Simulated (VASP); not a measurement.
# SiC (P1) in VASP: single point with r2SCAN

Aim: the single point of SiC with r2SCAN.

All numbers are computed with VASP 6.6.1; they aren't measurements. Logs are shortened: lines on timing, memory, paths and dates and some standing lists are left out, and cuts for length are marked.

## Step 1: The cell of the first run

The typed cell holds 16 atoms: a = 6.151 Å, b = 6.151 Å, c = 5.048 Å, α = 90.00°, β = 90.00°, γ = 120.00°.

## Step 2: Single point, r2SCAN

File POSCAR:

```
SiC
1.0
    6.1507128199      0.0000000001      0.0000000000
   -3.0753564100      5.3266735534      0.0000000000
    0.0000000000      0.0000000000      5.0481087359
Si C
8 8
Direct
    0.1553151412      0.3160670507      0.4898143303
    0.3308643690      0.1678845139      0.9967818174
    0.1634038336      0.8440934018      0.5036553555
    0.3396998337      0.6776015019      0.9940140481
    0.6677235237      0.3368398649      0.5036947762
    0.8436972883      0.1648640547      1.0042669969
    0.6648029457      0.8223843560      0.5088598789
    0.8358696604      0.6738822952      1.0004299163
    0.1765960142      0.3233350012      0.8541355239
    0.3160319203      0.1591892185      0.3711613790
    0.1617909410      0.8260179558      0.8740229719
    0.3430707067      0.6703682822      0.3751185046
    0.6722632643      0.3441019957      0.8854304124
    0.8193321223      0.1586504207      0.3737068868
    0.6712318319      0.8380031093      0.8792059031
    0.8364645528      0.6718763529      0.3792998725
```

File INCAR.step1:

```
  PREC = Accurate
  ENCUT = 520
  ISMEAR = -1
  SIGMA = 0.052
  LREAL = Auto
  LASPH = T
  NELM = 80
  NBANDS = 46
  GGA = PE
  ALGO = Normal
  EDIFF = 1E-4
  LWAVE = T
  LCHARG = F
```

File INCAR.step2:

```
  PREC = Accurate
  ENCUT = 520
  EDIFF = 1E-6
  ISMEAR = -1
  SIGMA = 0.052
  LREAL = Auto
  LASPH = T
  NELM = 80
  ALGO = Normal
  ISIF = 2
  LWAVE = F
  LCHARG = F
  METAGGA = R2SCAN
  LMIXTAU = T
  NBANDS = 46
  ISTART = 1
```

File KPOINTS:

```
regular mesh
0
Gamma
  3 3 4
```

Potentials or basis: VASP PAW PBE potentials, release 64 (Si, C).

Command:

```bash
$ cat potpaw_PBE.64/Si/POTCAR potpaw_PBE.64/C/POTCAR > POTCAR
$ cp INCAR.step1 INCAR
$ mpirun -np 1 vasp_std > vasp.out
$ cp INCAR.step2 INCAR
$ mpirun -np 1 vasp_std > vasp.out
```

OUTCAR:

```text
PREC = Accurate
   ENCUT = 520
   EDIFF = 1E-6
   ISMEAR = -1
   LREAL = Auto
   LASPH = T
   NELM = 80
   ISIF = 2
   METAGGA = R2SCAN
   ISTART = 1

 ion  position               nearest neighbor table
   1  0.155  0.316  0.490-  10 1.79   9 1.84  14 1.88  12 1.98   3 2.93   6 2.96   7 3.03   2 3.03
                             5 3.07   6 3.08   2 3.09   5 3.09   7 3.13
   2  0.331  0.168  0.997-   9 1.80  10 1.89  13 1.90  11 1.92   6 2.99   3 3.03   1 3.03   8 3.04
                             4 3.04   5 3.07   3 3.09   1 3.09   4 3.11   8 3.11   5 3.13
   3  0.163  0.844  0.504-  10 1.81  16 1.85  11 1.87  12 1.99   1 2.93   7 3.00   2 3.03   8 3.06
                             5 3.07   4 3.08   8 3.08   5 3.08   2 3.09
   4  0.340  0.678  0.994-  11 1.84  15 1.86  12 1.92   9 2.02   7 3.00   2 3.04   6 3.05   8 3.06
                             3 3.08   8 3.09   6 3.10   2 3.11   7 3.12
   5  0.668  0.337  0.504-  14 1.88  16 1.89  13 1.93  10 1.99   7 3.00   1 3.07   3 3.07   2 3.07
                             8 3.08   3 3.08   1 3.09   8 3.11   2 3.13   6 3.13   6 3.13
   6  0.844  0.165  0.004-  15 1.85  14 1.87   9 1.93  13 1.96   1 2.96   2 2.99   8 3.00   4 3.05
                             1 3.08   7 3.10   4 3.10   5 3.13   7 3.13   5 3.13
   7  0.665  0.822  0.509-  16 1.84  12 1.84  15 1.87  14 1.92   5 3.00   4 3.00   3 3.00   8 3.01
                             1 3.03   8 3.08   6 3.10   4 3.12   1 3.13   6 3.13
   8  0.836  0.674  0.000-  13 1.85  11 1.85  15 1.86  16 1.91   6 3.00   7 3.01   2 3.04   3 3.06
                             4 3.06   7 3.08   3 3.08   5 3.08   4 3.09   2 3.11   5 3.11
   9  0.177  0.323  0.854-   2 1.80   1 1.84   6 1.93   4 2.02
  10  0.316  0.159  0.371-   1 1.79   3 1.81   2 1.89   5 1.99
  11  0.162  0.826  0.874-   4 1.84   8 1.85   3 1.87   2 1.92
  12  0.343  0.670  0.375-   7 1.84   4 1.92   1 1.98   3 1.99
  13  0.672  0.344  0.885-   8 1.85   2 1.90   5 1.93   6 1.96
  14  0.819  0.159  0.374-   6 1.87   5 1.88   1 1.88   7 1.92
  15  0.671  0.838  0.879-   6 1.85   8 1.86   4 1.86   7 1.87
  16  0.836  0.672  0.379-   7 1.84   3 1.85   5 1.89   8 1.91

  LATTYP: Found a hexagonal cell.
 ALAT       =     6.1507128199
 C/A-ratio  =     0.8207355609

  Lattice vectors:

 A1 = (   6.1507128199,   0.0000000001,   0.0000000000)
 A2 = (  -3.0753564100,   5.3266735534,   0.0000000000)
 A3 = (   0.0000000000,   0.0000000000,   5.0481087359)

Analysis of symmetry for initial positions (statically):
=====================================================================
 Subroutine PRICEL returns:
 Original cell was already a primitive cell.

 Routine SETGRP: Setting up the symmetry group for a
 hexagonal supercell.

 Subroutine GETGRP returns: Found  1 space group operations
 (whereof  1 operations were pure point group operations)
 out of a pool of 24 trial point group operations.

The static configuration has the point symmetry C_1 .

Analysis of symmetry for dynamics (positions and initial velocities):
=====================================================================
 Subroutine PRICEL returns:
 Original cell was already a primitive cell.

 Routine SETGRP: Setting up the symmetry group for a
 hexagonal supercell.

 Subroutine GETGRP returns: Found  1 space group operations
 (whereof  1 operations were pure point group operations)
 out of a pool of 24 trial point group operations.

The dynamic configuration has the point symmetry C_1 .

 Subroutine INISYM returns: Found  1 space group operations
 (whereof  1 operations are pure point group operations),
 and found     1 'primitive' translations

----------------------------------------------------------------------------------------

                                     Primitive cell

  volume of cell :     165.3904

  direct lattice vectors                    reciprocal lattice vectors
     6.150712820  0.000000000  0.000000000     0.162582782  0.093867213  0.000000000
    -3.075356410  5.326673553  0.000000000    -0.000000000  0.187734426  0.000000000
     0.000000000  0.000000000  5.048108736     0.000000000  0.000000000  0.198093990

  length of vectors
     6.150712820  6.150712820  5.048108736     0.187734426  0.187734426  0.198093990

  position of ions in fractional coordinates (direct lattice)
     0.155315141  0.316067051  0.489814330
     0.330864369  0.167884514  0.996781817
     0.163403834  0.844093402  0.503655356
     0.339699834  0.677601502  0.994014048
     0.667723524  0.336839865  0.503694776
     0.843697288  0.164864055  0.004266997
[... 8 lines left out ...]
     0.671231832  0.838003109  0.879205903
     0.836464553  0.671876353  0.379299872

  ion indices of the primitive-cell ions
   primitive index   ion index
                 1           1
                 2           2
                 3           3
                 4           4
                 5           5
                 6           6
[... 8 lines left out ...]
                15          15
                16          16

----------------------------------------------------------------------------------------

 KPOINTS: regular mesh

Automatic generation of k-mesh.
 Grid dimensions read from file:
 generate k-points for:    3    3    4

 Generating k-lattice:

  Cartesian coordinates                     Fractional coordinates (reciprocal lattice)
     0.054194261  0.031289071  0.000000000     0.333333333  0.000000000  0.000000000
    -0.000000000  0.062578142  0.000000000    -0.000000000  0.333333333  0.000000000
     0.000000000  0.000000000  0.049523497     0.000000000  0.000000000  0.250000000

  Length of vectors
     0.062578142  0.062578142  0.049523497

  Shift w.r.t. Gamma in fractional coordinates (k-lattice)
     0.000000000  0.000000000  0.000000000

 Subroutine IBZKPT returns following result:
 ===========================================

 Found     19 irreducible k-points:

 Following reciprocal coordinates:
            Coordinates               Weight
  0.000000  0.000000  0.000000      1.000000
  0.333333 -0.000000  0.000000      2.000000
  0.000000  0.333333  0.000000      2.000000
 -0.333333  0.333333  0.000000      2.000000
  0.333333  0.333333  0.000000      2.000000
  0.000000  0.000000  0.250000      2.000000
[... 11 lines left out ...]
 -0.333333  0.333333  0.500000      2.000000
  0.333333  0.333333  0.500000      2.000000
   k-points           NKPTS =     19   k-points in BZ     NKDIM =     19   number of bands    NBANDS=     46
   number of dos      NEDOS =    301   number of ions     NIONS =     16
   total plane-waves  NPLWV =  92160
   dimension x,y,z NGX =    48 NGY =   48 NGZ =   40
   dimension x,y,z NGXF=    96 NGYF=   96 NGZF=   80
   ions per type =               8   8
   NGX,Y,Z   is equivalent  to a cutoff of  12.97, 12.97, 13.17 a.u.
   NGXF,Y,Z  is equivalent  to a cutoff of  25.95, 25.95, 26.35 a.u.
 SYSTEM =  unknown system
   PREC   = accura    normal or accurate (medium, high low for compatibility)
   ISTART =      1    job   : 0-new  1-cont  2-samecut
   ICHARG =      0    charge: 1-file 2-atom 10-const
   ISPIN  =      1    spin polarized calculation?
   LNONCOLLINEAR =      F non collinear calculations
   LSORBIT =      F    spin-orbit coupling
   LASPH  =      T    aspherical Exc in radial PAW
   ENCUT  =  520.0 eV  38.22 Ry    6.18 a.u.  11.44 11.44  9.39*2*pi/ulx,y,z
   NELM   =     80;   NELMIN=  2; NELMDL=  0     # of ELM steps
   EDIFF  = 0.1E-05   stopping-criterion for ELM
   LREAL  =      T    real-space projection
   EDIFFG = 0.1E-04   stopping-criterion for IOM
   NSW    =      0    number of steps for IOM
   IBRION =     -1    ionic relax: 0-MD 1-quasi-New 2-CG
   NFREE  =      0    steps in history (QN), initial steepest desc. (CG)
   ISIF   =      2    stress and relaxation
   ISYM   =      2    0-nonsym 1-usesym 2-fastsym
   POTIM  = 0.5000    time-step for ionic-motion
   TEBEG  =    0.0;   TEEND  =   0.0 temperature during run
   PSTRESS=    0.0 pullay stress
   NELECT =      64.0000    total number of electrons
   NUPDOWN=      -1.0000    fix difference up-down
   EMIN   =  10.00;   EMAX   =-10.00  energy-range for DOS
   EFERMI =   0.00;   METHOD = LEGACY
   ISMEAR =    -1;   SIGMA  =   0.05  broadening in eV -4-tet -1-fermi 0-gaus
   EFERMI_NEDOS =   21; number of points for ismear=-14 and -15
   IALGO  =     38    algorithm
   IMIX   =      4    mixing-type and parameters
     AMIX     =   0.40;   BMIX     =  1.00
     AMIX_MAG =   1.60;   BMIX_MAG =  1.00
  volume/ion in A,a.u.               =      10.34        69.76
  Fermi-wavevector in a.u.,A,eV,Ry     =   1.192975  2.254396 19.363673  1.423190
  Thomas-Fermi vector in A             =   2.329001
   LORBIT       =      0    0 simple, 1 ext, 2 COOP (PROOUT), +10 PAW based schemes
   METAGGA = R2SCAN    functional components
   LHFCALC =     F    Hartree Fock is set to
   AEXX    =    0.0000 exact exchange contribution
   IVDW    =     0    specifies the selected vdW correction
   LEPSILON=     F    determine dielectric tensor
   LRPA    =     F    only Hartree local field effects (RPA)
 non-spin polarized calculation
  energy-cutoff  :      520.00
  volume of cell :      165.39
 maximum number of plane-waves:      4482
 NGX is ok and might be reduce to    48
   NGX = 23   NGY = 23   NGZ = 19

 number of electron      64.0000001 magnetization

 Free energy of the ion-electron system (eV)
  ---------------------------------------------------
  ext. energy  EPLUGINS =         0.00000000
  ---------------------------------------------------
  free energy    TOTEN  =      -153.59777045 eV

  energy without entropy =     -153.59777045  energy(sigma->0) =     -153.59777045

 E-fermi :   9.4085     XC(G=0): -11.9281

 val. band max:        8.3107002405   @ k =   0.0000   0.0000   0.0000
 cond. band min:      10.7137916657   @ k =   0.3333   0.3333   0.0000
 fundamental gap:      2.4030914251
 Fermi energy:         9.4085383519

 k-point     1 :       0.0000    0.0000    0.0000
  band No.  band energies     occupation
      1      -8.2508      2.00000
      2      -5.1169      2.00000
      3      -4.9108      2.00000
      4      -4.7133      2.00000
      5      -4.4045      2.00000
      6      -3.4662      2.00000
[... 36 lines left out ...]
     43      15.4195      0.00000
     44      15.6169      0.00000
[... 804 lines left out ...]
      3      -5.6310      2.00000
      4      -5.5579      2.00000
      5      -5.4288      2.00000
      6      -5.2586      2.00000
[... 36 lines left out ...]
     43      16.0737      0.00000
     44      16.1961      0.00000
 [bands above 44 left out]

------------------------ aborting loop because EDIFF is reached ----------------------------------------

  FORCE on cell =-STRESS in cart. coord.  units (eV):
  Direction    XX          YY          ZZ          XY          YZ          ZX
  --------------------------------------------------------------------------------------
  -------------------------------------------------------------------------------------
  Total        2.0920954      0.5127026      1.1526912     -1.3336223     -0.2849213      0.2547809
  in kB       20.2666441      4.9666762     11.1664042    -12.9191275     -2.7601031      2.4681255
  external PRESSURE =      12.1332415 kB  Pullay stress =       0.0000000 kB

 VOLUME and BASIS-vectors are now :
 -----------------------------------------------------------------------------
  energy-cutoff  :      520.00
  volume of cell :      165.39
      direct lattice vectors                 reciprocal lattice vectors
     6.150712820  0.000000000  0.000000000     0.162582782  0.093867213  0.000000000
    -3.075356410  5.326673553  0.000000000    -0.000000000  0.187734426  0.000000000
     0.000000000  0.000000000  5.048108736     0.000000000  0.000000000  0.198093990

 POSITION                                       TOTAL-FORCE (eV/Angst)
 -----------------------------------------------------------------------------------
     -0.01672      1.68359      2.47264        -0.917764      2.268284      0.006619
      1.51875      0.89427      5.03186         1.391097     -0.577049      0.171175
     -1.59084      4.49621      2.54251         1.664077     -1.992199     -0.421893
      0.00553      3.60936      5.01789         0.413579     -1.627740      0.615374
      3.07107      1.79424      2.54271        -0.485798     -0.338422     -0.106824
      4.68232      0.87818      0.02154        -1.071410      0.971216     -0.792045
[... 8 lines left out ...]
      1.55140      4.46377      4.43833        -0.101790     -0.096570     -0.373071
      3.07859      3.57887      1.91475         0.096801     -0.748947     -0.356630
 -----------------------------------------------------------------------------------
    total drift:                               -0.008493     -0.009423     -0.006183

  FREE ENERGIE OF THE ION-ELECTRON SYSTEM (eV)
  ---------------------------------------------------
  free  energy   TOTEN  =      -153.5977704469 eV

  energy  without entropy=     -153.5977704468  energy(sigma->0) =     -153.59777045
```

Wall time 9.5 min (1 thread of Intel Xeon 6975P-C, shared host); peak memory 0.34 GiB.

What came out:

```
Free energy            : -153.5978 eV
Pressure               : 1.2 GPa
Largest force          : 3.074 eV/Å
Band gap on the k mesh : 2.40 eV, indirect (least direct gap 2.80 eV)
```

Forces in eV/Å, atoms in the order of the input:
```
Si  -0.918  2.268  0.007
Si   1.391 -0.577  0.171
Si   1.664 -1.992 -0.422
Si   0.414 -1.628  0.615
Si  -0.486 -0.338 -0.107
Si  -1.071  0.971 -0.792
Si  -0.750  1.135 -0.734
Si   0.074 -0.619  0.683
C   -2.016  1.369  1.874
C    1.878  1.001 -0.384
C    0.145  1.324  0.072
C   -1.630 -0.984 -0.093
C    0.448 -1.317 -0.654
C    0.861  0.232  0.494
C   -0.102 -0.097 -0.373
C    0.097 -0.749 -0.357
```

Caveat: the PAW data sets were made with another functional, which shifts forces and pressure a little. r2SCAN opens gaps a little over a GGA but as a rule still falls short of measured ones.
